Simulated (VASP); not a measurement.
A run of VASP 6.6.1 is set up as follows.

Contents of INCAR:

```
SYSTEM = Ga
ALGO     = Normal         ! electronic algorithm
EDIFF    = 1E-6           ! SCF threshold, eV
ENCUT    = 500            ! plane-wave cutoff, eV
GGA      = PE             ! functional
GGA_COMPAT= .FALSE.      
ISIF     = 2              ! what is computed and relaxed
ISMEAR   = -1             ! smearing method
LASPH    = .TRUE.         ! aspherical terms in the spheres
LCHARG   = .TRUE.         ! write CHGCAR
LELF     = .TRUE.         ! ELF
LREAL    = .FALSE.        ! projectors in reciprocal space
LVHAR    = .TRUE.       
LWAVE    = .FALSE.        ! write WAVECAR
NBANDS   = 20             ! bands
NELM     = 120            ! most SCF steps
PREC     = Accurate       ! precision mode
SIGMA    = 0.1            ! smearing width, eV
```

File KPOINTS:

```
k-points
0
G
  13 13 11
  0 0 0
```

Contents of POSCAR:

```
Ga
1.0
    1.3781179961     -4.0696531922     -0.0171888653
    1.3781179961      4.0696531922     -0.0171888653
   -0.1584220369      0.0000000000      3.2894247155
Ga
2
Direct
    0.8668376019      0.1331623981      0.2500000000
    0.1331623981      0.8668376019      0.7500000000
```

Potentials or basis: VASP PAW PBE potentials, release 64 (Ga_d).

Launch:

```bash
$ cat potpaw_PBE.64/Ga_d/POTCAR > POTCAR
$ mpirun -np 1 vasp_std > vasp.out
```

(1) What does it give for the largest force?

(2) Estimate the band gap on the k mesh.

(3) What does it give for the pressure?

Results:

(1) 0.003 eV/Å.

(2) zero (band 13 reaches 9.91 eV, above the bottom of band 14 at 1.87 eV).

(3) 2.1 GPa.
